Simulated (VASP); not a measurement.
# BaTe in VASP: notebook

The runs below take BaTe through single point, relaxation of shape and atoms at fixed volume, with RPBE, PBE, revPBE.

Everything below comes from runs of VASP 6.6.1. Logs are shortened: lines on timing, memory, paths and dates and some standing lists are left out, and cuts for length are marked.

## 1. The cell of the first run

The typed cell holds 4 atoms: a = 5.970 Å, b = 5.970 Å, c = 7.002 Å, α = 90.00°, β = 90.00°, γ = 120.00°.

## 2. Single point, RPBE

INCAR

```
SYSTEM = BaTe
PREC = Accurate ; ENCUT = 520
EDIFF = 1E-7 ; ISMEAR = 0
SIGMA = 0.05 ; LREAL = .False.
LASPH = .True. ; NELM = 60
ALGO = Normal ; ISIF = 2
LWAVE = .False. ; LCHARG = .False.
GGA = RP ; NBANDS = 24
```

KPOINTS

```
regular mesh
0
Gamma
  8 8 4
  0 0 0
```

POSCAR

```
BaTe
1.0
    5.9702102791      0.0000000000      0.0000000000
   -2.9851051396      5.1703537676      0.0000000000
    0.0000000000      0.0000000000      7.0024277399
Ba Te
2 2
Direct
    0.6666666667      0.3333333333      0.0625865676
    0.3333333333      0.6666666667      0.5625865676
    0.6666666667      0.3333333333      0.5626134324
    0.3333333333      0.6666666667      0.0626134324
```

Potentials or basis: VASP PAW PBE potentials, release 64 (Ba_sv, Te).

Run with:

```bash
> cat potpaw_PBE.64/Ba_sv/POTCAR potpaw_PBE.64/Te/POTCAR > POTCAR
> mpirun -np 1 vasp_std > vasp.out
```

OUTCAR:

```text
SYSTEM = BaTe
   PREC = Accurate
   ENCUT = 520
   EDIFF = 1E-7
   ISMEAR = 0
   LREAL = .False.
   LASPH = .True.
   NELM = 60
   ISIF = 2
   GGA = RP

 ion  position               nearest neighbor table
   1  0.667  0.333  0.063-   4 3.45   4 3.45   4 3.45   3 3.50   3 3.50
   2  0.333  0.667  0.563-   3 3.45   3 3.45   3 3.45   4 3.50   4 3.50
   3  0.667  0.333  0.563-   2 3.45   2 3.45   2 3.45   1 3.50   1 3.50
   4  0.333  0.667  0.063-   1 3.45   1 3.45   1 3.45   2 3.50   2 3.50

  LATTYP: Found a hexagonal cell.
 ALAT       =     5.9702102791
 C/A-ratio  =     1.1728946574

  Lattice vectors:

 A1 = (   5.9702102791,   0.0000000000,   0.0000000000)
 A2 = (  -2.9851051396,   5.1703537676,   0.0000000000)
 A3 = (   0.0000000000,   0.0000000000,   7.0024277399)

Analysis of symmetry for initial positions (statically):
=====================================================================
 Subroutine PRICEL returns:
 Original cell was already a primitive cell.

 Routine SETGRP: Setting up the symmetry group for a
 hexagonal supercell.

 Subroutine GETGRP returns: Found 12 space group operations
 (whereof  6 operations were pure point group operations)
 out of a pool of 24 trial point group operations.

The static configuration has the point symmetry C_3v.
 The point group associated with its full space group is C_6v.

Analysis of symmetry for dynamics (positions and initial velocities):
=====================================================================
 Subroutine PRICEL returns:
 Original cell was already a primitive cell.

 Routine SETGRP: Setting up the symmetry group for a
 hexagonal supercell.

 Subroutine GETGRP returns: Found 12 space group operations
 (whereof  6 operations were pure point group operations)
 out of a pool of 24 trial point group operations.

The dynamic configuration has the point symmetry C_3v.
 The point group associated with its full space group is C_6v.

 Subroutine INISYM returns: Found 12 space group operations
 (whereof  6 operations are pure point group operations),
 and found     1 'primitive' translations

----------------------------------------------------------------------------------------

                                     Primitive cell

  volume of cell :     216.1516

  direct lattice vectors                    reciprocal lattice vectors
     5.970210279  0.000000000  0.000000000     0.167498288  0.096705182  0.000000000
    -2.985105140  5.170353768  0.000000000     0.000000000  0.193410363  0.000000000
     0.000000000  0.000000000  7.002427740     0.000000000  0.000000000  0.142807614

  length of vectors
     5.970210279  5.970210279  7.002427740     0.193410363  0.193410363  0.142807614

  position of ions in fractional coordinates (direct lattice)
     0.666666667  0.333333333  0.062586568
     0.333333333  0.666666667  0.562586568
     0.666666667  0.333333333  0.562613432
     0.333333333  0.666666667  0.062613432

  ion indices of the primitive-cell ions
   primitive index   ion index
                 1           1
                 2           2
                 3           3
                 4           4

----------------------------------------------------------------------------------------

 KPOINTS: regular mesh

Automatic generation of k-mesh.
 Grid dimensions read from file:
 generate k-points for:    8    8    4

 Generating k-lattice:

  Cartesian coordinates                     Fractional coordinates (reciprocal lattice)
     0.020937286  0.012088148  0.000000000     0.125000000  0.000000000  0.000000000
     0.000000000  0.024176295  0.000000000     0.000000000  0.125000000  0.000000000
     0.000000000  0.000000000  0.035701904     0.000000000  0.000000000  0.250000000

  Length of vectors
     0.024176295  0.024176295  0.035701904

  Shift w.r.t. Gamma in fractional coordinates (k-lattice)
     0.000000000  0.000000000  0.000000000

 Subroutine IBZKPT returns following result:
 ===========================================

 Found     30 irreducible k-points:

 Following reciprocal coordinates:
            Coordinates               Weight
  0.000000  0.000000  0.000000      1.000000
  0.125000  0.000000  0.000000      6.000000
  0.250000  0.000000  0.000000      6.000000
  0.375000  0.000000  0.000000      6.000000
  0.500000  0.000000  0.000000      3.000000
  0.125000  0.125000  0.000000      6.000000
[... 16 lines left out ...]
  0.250000  0.000000  0.500000      6.000000
  0.375000  0.000000  0.500000      6.000000
 [... further k-points ...]
   k-points           NKPTS =     30   k-points in BZ     NKDIM =     30   number of bands    NBANDS=     24
   number of dos      NEDOS =    301   number of ions     NIONS =      4
   total plane-waves  NPLWV = 124416
   dimension x,y,z NGX =    48 NGY =   48 NGZ =   54
   dimension x,y,z NGXF=    96 NGYF=   96 NGZF=  108
   ions per type =               2   2
   NGX,Y,Z   is equivalent  to a cutoff of  13.37, 13.37, 12.82 a.u.
   NGXF,Y,Z  is equivalent  to a cutoff of  26.73, 26.73, 25.64 a.u.
 SYSTEM =  BaTe
   PREC   = accura    normal or accurate (medium, high low for compatibility)
   ISTART =      0    job   : 0-new  1-cont  2-samecut
   ICHARG =      2    charge: 1-file 2-atom 10-const
   ISPIN  =      1    spin polarized calculation?
   LNONCOLLINEAR =      F non collinear calculations
   LSORBIT =      F    spin-orbit coupling
   LASPH  =      T    aspherical Exc in radial PAW
   ENCUT  =  520.0 eV  38.22 Ry    6.18 a.u.  11.10 11.10 13.02*2*pi/ulx,y,z
   NELM   =     60;   NELMIN=  2; NELMDL= -5     # of ELM steps
   EDIFF  = 0.1E-06   stopping-criterion for ELM
   LREAL  =      F    real-space projection
   EDIFFG = 0.1E-05   stopping-criterion for IOM
   NSW    =      0    number of steps for IOM
   IBRION =     -1    ionic relax: 0-MD 1-quasi-New 2-CG
   NFREE  =      0    steps in history (QN), initial steepest desc. (CG)
   ISIF   =      2    stress and relaxation
   ISYM   =      2    0-nonsym 1-usesym 2-fastsym
   POTIM  = 0.5000    time-step for ionic-motion
   TEBEG  =    0.0;   TEEND  =   0.0 temperature during run
   PSTRESS=    0.0 pullay stress
   NELECT =      32.0000    total number of electrons
   NUPDOWN=      -1.0000    fix difference up-down
   EMIN   =  10.00;   EMAX   =-10.00  energy-range for DOS
   EFERMI =   0.00;   METHOD = LEGACY
   ISMEAR =     0;   SIGMA  =   0.05  broadening in eV -4-tet -1-fermi 0-gaus
   EFERMI_NEDOS =   21; number of points for ismear=-14 and -15
   IALGO  =     38    algorithm
   IMIX   =      4    mixing-type and parameters
     AMIX     =   0.40;   BMIX     =  1.00
     AMIX_MAG =   1.60;   BMIX_MAG =  1.00
  volume/ion in A,a.u.               =      54.04       364.67
  Fermi-wavevector in a.u.,A,eV,Ry     =   0.866041  1.636581 10.204746  0.750028
  Thomas-Fermi vector in A             =   1.984373
   LORBIT       =      0    0 simple, 1 ext, 2 COOP (PROOUT), +10 PAW based schemes
   GGA     = RP    functional components
   LHFCALC =     F    Hartree Fock is set to
   AEXX    =    0.0000 exact exchange contribution
   IVDW    =     0    specifies the selected vdW correction
   LEPSILON=     F    determine dielectric tensor
   LRPA    =     F    only Hartree local field effects (RPA)
 non-spin polarized calculation
 Gauss-broadening in eV      SIGMA  =   0.05
  energy-cutoff  :      520.00
  volume of cell :      216.15
 maximum number of plane-waves:      5870
 NGX is ok and might be reduce to    48
   NGX = 23   NGY = 23   NGZ = 27

 number of electron      32.0000000 magnetization

 Free energy of the ion-electron system (eV)
  ---------------------------------------------------
  ext. energy  EPLUGINS =         0.00000000
  ---------------------------------------------------
  free energy    TOTEN  =       -15.81986067 eV

  energy without entropy =      -15.81986067  energy(sigma->0) =      -15.81986067

 E-fermi :   1.4462     XC(G=0):  -6.8414

 val. band max:        1.1380708230   @ k =   0.0000   0.0000   0.0000
 cond. band min:       3.1827392114   @ k =   0.3750   0.2500   0.0000
 fundamental gap:      2.0446683884
 Fermi energy:         1.4461573800

 k-point     1 :       0.0000    0.0000    0.0000
  band No.  band energies     occupation
      1     -26.1578      2.00000
      2     -26.1438      2.00000
      3     -11.4591      2.00000
      4     -11.4228      2.00000
      5     -11.4228      2.00000
      6     -11.3592      2.00000
[... 16 lines left out ...]
     23       5.7569      0.00000
     24       6.4935      0.00000

 k-point     2 :       0.1250    0.0000    0.0000
  band No.  band energies     occupation
      1     -26.1572      2.00000
      2     -26.1441      2.00000
      3     -11.4534      2.00000
      4     -11.4368      2.00000
      5     -11.4259      2.00000
      6     -11.3770      2.00000
[... 16 lines left out ...]
     23       5.8871      0.00000
     24       6.0116      0.00000

 k-point     3 :       0.2500    0.0000    0.0000
  band No.  band energies     occupation
      1     -26.1556      2.00000
      2     -26.1451      2.00000
      3     -11.4697      2.00000
      4     -11.4374      2.00000
      5     -11.4332      2.00000
      6     -11.4189      2.00000
[... 16 lines left out ...]
     23       5.7776      0.00000
     24       6.0009      0.00000

 k-point     4 :       0.3750    0.0000    0.0000
  band No.  band energies     occupation
      1     -26.1535      2.00000
      2     -26.1466      2.00000
      3     -11.5014      2.00000
      4     -11.4592      2.00000
      5     -11.4401      2.00000
      6     -11.4161      2.00000
[... 16 lines left out ...]
     23       5.8189      0.00000
     24       5.9675      0.00000

 k-point     5 :       0.5000    0.0000    0.0000
  band No.  band energies     occupation
      1     -26.1522      2.00000
      2     -26.1476      2.00000
      3     -11.5142      2.00000
      4     -11.4755      2.00000
      5     -11.4429      2.00000
      6     -11.4029      2.00000
[... 16 lines left out ...]
     23       5.8026      0.00000
     24       6.0198      0.00000

 k-point     6 :       0.1250    0.1250    0.0000
  band No.  band energies     occupation
      1     -26.1561      2.00000
      2     -26.1448      2.00000
      3     -11.4587      2.00000
      4     -11.4425      2.00000
      5     -11.4334      2.00000
      6     -11.4055      2.00000
[... 16 lines left out ...]
     23       5.9334      0.00000
     24       6.1192      0.00000
[... 379 lines left out ...]
 k-point    21 :       0.0000    0.0000    0.5000
  band No.  band energies     occupation
      1     -26.1508      2.00000
      2     -26.1508      2.00000
      3     -11.4350      2.00000
      4     -11.4350      2.00000
      5     -11.3906      2.00000
      6     -11.3906      2.00000
[... 16 lines left out ...]
     23       6.6560      0.00000
     24       6.6560      0.00000

 k-point    22 :       0.1250    0.0000    0.5000
  band No.  band energies     occupation
      1     -26.1507      2.00000
      2     -26.1507      2.00000
      3     -11.4756      2.00000
      4     -11.4756      2.00000
      5     -11.3922      2.00000
      6     -11.3922      2.00000
[... 16 lines left out ...]
     23       6.2237      0.00000
     24       6.2237      0.00000

 k-point    23 :       0.2500    0.0000    0.5000
  band No.  band energies     occupation
      1     -26.1503      2.00000
      2     -26.1503      2.00000
      3     -11.5341      2.00000
      4     -11.5341      2.00000
      5     -11.3960      2.00000
      6     -11.3960      2.00000
[... 16 lines left out ...]
     23       5.8067      0.00000
     24       5.8067      0.00000

 k-point    24 :       0.3750    0.0000    0.5000
  band No.  band energies     occupation
      1     -26.1500      2.00000
      2     -26.1500      2.00000
      3     -11.5798      2.00000
      4     -11.5798      2.00000
      5     -11.3997      2.00000
      6     -11.3997      2.00000
[... 16 lines left out ...]
     23       5.8128      0.00000
     24       5.8128      0.00000

 [... further k-points ...]

------------------------ aborting loop because EDIFF is reached ----------------------------------------

  FORCE on cell =-STRESS in cart. coord.  units (eV):
  Direction    XX          YY          ZZ          XY          YZ          ZX
  --------------------------------------------------------------------------------------
  -------------------------------------------------------------------------------------
  Total        1.4431494      1.4431494      1.7738741     -0.0000000      0.0000000      0.0000000
  in kB       10.6970334     10.6970334     13.1484589     -0.0000000      0.0000000      0.0000000
  external PRESSURE =      11.5141753 kB  Pullay stress =       0.0000000 kB

 VOLUME and BASIS-vectors are now :
 -----------------------------------------------------------------------------
  energy-cutoff  :      520.00
  volume of cell :      216.15
      direct lattice vectors                 reciprocal lattice vectors
     5.970210279  0.000000000  0.000000000     0.167498288  0.096705182  0.000000000
    -2.985105140  5.170353768  0.000000000     0.000000000  0.193410363  0.000000000
     0.000000000  0.000000000  7.002427740     0.000000000  0.000000000  0.142807614

 POSITION                                       TOTAL-FORCE (eV/Angst)
 -----------------------------------------------------------------------------------
      2.98511      1.72345      0.43826        -0.000000      0.000000      0.000479
     -0.00000      3.44690      3.93947         0.000000     -0.000000      0.000479
      2.98511      1.72345      3.93966        -0.000000      0.000000     -0.000479
     -0.00000      3.44690      0.43845         0.000000     -0.000000     -0.000479
 -----------------------------------------------------------------------------------
    total drift:                                0.000000     -0.000000      0.000206

  FREE ENERGIE OF THE ION-ELECTRON SYSTEM (eV)
  ---------------------------------------------------
  free  energy   TOTEN  =       -15.8198606654 eV

  energy  without entropy=      -15.8198606654  energy(sigma->0) =      -15.81986067
```

Run time: 4.7 min. Hardware: 1 thread of Intel Xeon 6975P-C (Granite Rapids), shared host; peak memory 0.43 GiB.

Results:

* Free energy: -15.8199 eV
* Pressure: 1.2 GPa
* Band gap on the k mesh: 2.04 eV (least direct gap 2.34 eV)

Stress tensor (GPa, compression positive):
```
1.07 0.00 0.00
0.00 1.07 0.00
0.00 0.00 1.31
```

Caveat: the PAW data sets were made with another functional, which shifts forces and pressure a little; spin-orbit coupling is left out, which moves the levels of the heavy elements.

## 3. Single point, PBE

INCAR

```
PREC     = Accurate       # precision mode
ENCUT    = 520            # plane-wave cutoff, eV
EDIFF    = 1E-6           # SCF threshold, eV
ISMEAR   = 0              # smearing method
SIGMA    = 0.05           # smearing width, eV
LREAL    = F              # projectors in reciprocal space
LASPH    = T              # aspherical terms in the spheres
NELM     = 60             # most SCF steps
ALGO     = Normal         # electronic algorithm
ISIF     = 2              # what is computed and relaxed
LWAVE    = F              # write WAVECAR
LCHARG   = F              # write CHGCAR
GGA      = PE             # functional
NBANDS   = 24             # bands
```

KPOINTS

```
Automatic mesh
0
Gamma
  8 8 4
```

POSCAR is that of step 2.

Potentials or basis: VASP PAW PBE potentials, release 64 (Ba_sv, Te).

Run with:

```bash
> cat potpaw_PBE.64/Ba_sv/POTCAR potpaw_PBE.64/Te/POTCAR > POTCAR
> mpirun -np 1 vasp_std > vasp.out
```

Run time: 3.5 min. Hardware: 1 thread of Intel Xeon 6975P-C (Granite Rapids), shared host; peak memory 0.42 GiB.

The run converged. Its results:

* Free energy: -16.7770 eV
* Pressure: 0.3 GPa
* Band gap on the k mesh: 1.92 eV (least direct gap 2.22 eV)

Levels at points of the mesh, in eV from the valence-band top:
```csv
k point,band 14,band 15,band 16,band 17,band 18,band 19
"(0.00, 0.00, 0.00)",-0.93,-0.93,0.00,2.32,2.74,2.74
"(0.50, 0.00, 0.00)",-0.76,-0.53,-0.39,2.31,2.74,2.90
"(0.00, 0.00, 0.50)",-1.09,-1.09,-1.09,3.15,3.15,4.19
"(0.50, 0.00, 0.50)",-0.91,-0.75,-0.75,3.10,3.10,3.84
```

Caveat: spin-orbit coupling is left out, which moves the levels of the heavy elements. A k mesh can miss the band edges.

## 4. Single point, revPBE

INCAR

```
  PREC = Accurate
  ENCUT = 520
  EDIFF = 1E-6
  ISMEAR = 0
  SIGMA = 0.05
  LREAL = F
  LASPH = T
  NELM = 60
  ALGO = Normal
  ISIF = 2
  LWAVE = F
  LCHARG = F
  GGA = RE
  NBANDS = 24
```

KPOINTS

```
regular mesh
0
Gamma
  8 8 4
```

POSCAR is that of step 3.

Run with:

```bash
> cat potpaw_PBE.64/Ba_sv/POTCAR potpaw_PBE.64/Te/POTCAR > POTCAR
> mpirun -np 1 vasp_std > vasp.out
```

It took 4 min on 1 thread of Intel Xeon 6975P-C (Granite Rapids), shared host; peak memory 0.42 GiB.

The run converged. Its results:

| Quantity | Value |
| --- | --- |
| Free energy | -15.9173 eV |
| Pressure | 0.9 GPa |
| Band gap on the k mesh | 2.02 eV (least direct gap 2.32 eV) |

Stress tensor (GPa, compression positive):
```
0.88 0.00 0.00
0.00 0.88 0.00
0.00 0.00 1.05
```

Levels at points of the mesh, in eV from the valence-band top:
| k point | band 14 | band 15 | band 16 | band 17 | band 18 | band 19 |
| --- | --- | --- | --- | --- | --- | --- |
| (0.00, 0.00, 0.00) | -0.92 | -0.92 | 0.00 | 2.54 | 2.80 | 2.80 |
| (0.50, 0.00, 0.00) | -0.75 | -0.52 | -0.39 | 2.39 | 2.87 | 3.00 |
| (0.00, 0.00, 0.50) | -1.08 | -1.08 | -1.08 | 3.33 | 3.33 | 4.25 |
| (0.50, 0.00, 0.50) | -0.90 | -0.74 | -0.74 | 3.23 | 3.23 | 3.92 |

Caveat: the PAW data sets were made with another functional, which shifts forces and pressure a little; spin-orbit coupling is left out, which moves the levels of the heavy elements.

[end of part 1 of 2]
